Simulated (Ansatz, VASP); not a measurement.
Given: the input of a run of VASP 6.6.1 on BN.

Contents of INCAR:

```
ALGO = Normal ; EDIFF = 1E-6
ENCUT = 520 ; GGA = PE
ISIF = 2 ; ISMEAR = -1
LASPH = T ; LCHARG = F
LREAL = F ; LWAVE = F
NBANDS = 16 ; NELM = 100
PREC = Accurate ; SIGMA = 0.05
```

File KPOINTS:

```
k-points
0
Gamma
  12 12 6
```

Contents of POSCAR:

```
BN
1.0
    2.5875479243      0.0000000000      0.0000000000
   -1.2937739622      2.2408822359      0.0000000000
    0.0000000000      0.0000000000      4.2824778918
N B
2 2
Direct
    0.3333333333      0.6666666667      0.1252760000
    0.6666666667      0.3333333333      0.6252760000
    0.3333333333      0.6666666667      0.4997240000
    0.6666666667      0.3333333333      0.9997240000
```

Potentials or basis: VASP PAW PBE potentials, release 64 (N, B).

Launch:

```console
$ cat potpaw_PBE.64/N/POTCAR potpaw_PBE.64/B/POTCAR > POTCAR
$ mpirun -np 1 vasp_std > vasp.out
```

Q: Set up the same calculation for Ansatz 0.2.0. Potentials there: Ansatz PAW soft_1.

A: As run (the cutoff follows the program's own potentials):

Contents of input.yaml:

```yaml
crystal:
  lattice:
    - [2.5875479243, 0.0, 0.0]
    - [-1.2937739622, 2.2408822359, 0.0]
    - [0.0, 0.0, 4.2824778918]
  atoms:
    - { symbol: "N", position: [0.3333333333, 0.6666666667, 0.125276] }
    - { symbol: "N", position: [0.6666666667, 0.3333333333, 0.625276] }
    - { symbol: B, position: [0.3333333333, 0.6666666667, 0.499724] }
    - { symbol: B, position: [0.6666666667, 0.3333333333, 0.999724] }
hamiltonian:
  xc: pbe
  pseudopotentials: { kind: paw, azcp: { folder: soft_1 } }
kpoints:
  mp_grid: { grid: [12, 12, 6] }
scf:
  occupations: { method: fermi_dirac, width: 0.05 }
output:
  forces: true
  stress: true
  eigenvalues: true
```

Potentials or basis: Ansatz PAW soft_1.

The run is started by

```console
$ ansatz run input.yaml --threads 1 --pin off --max-ram 3584MiB --backend cpu --events-out ev --progress --plain --runs-dir out
```

Both were run:

|  | VASP | Ansatz | Ansatz less VASP |
| --- | --- | --- | --- |
| gap on the k mesh at the Fermi level (eV) | 5.25 | 5.26 | +0.010 |
| least direct gap on the mesh (eV) | 8.04 | 8.04 | +0.001 |
| pressure (GPa) | -13.5 | -13.7 | -0.26 |
| traceless stress, the component that is largest in VASP (GPa) | -0.59 | -0.55 | +0.044 |
| rms of the force components (eV/Å) | 0.025 | 0.027 | +0.0018 |

Atom by atom the forces differ by 0.002 eV/Å (rms over components). With one functional, cell and mesh, what is left measures potentials, basis and numerics.
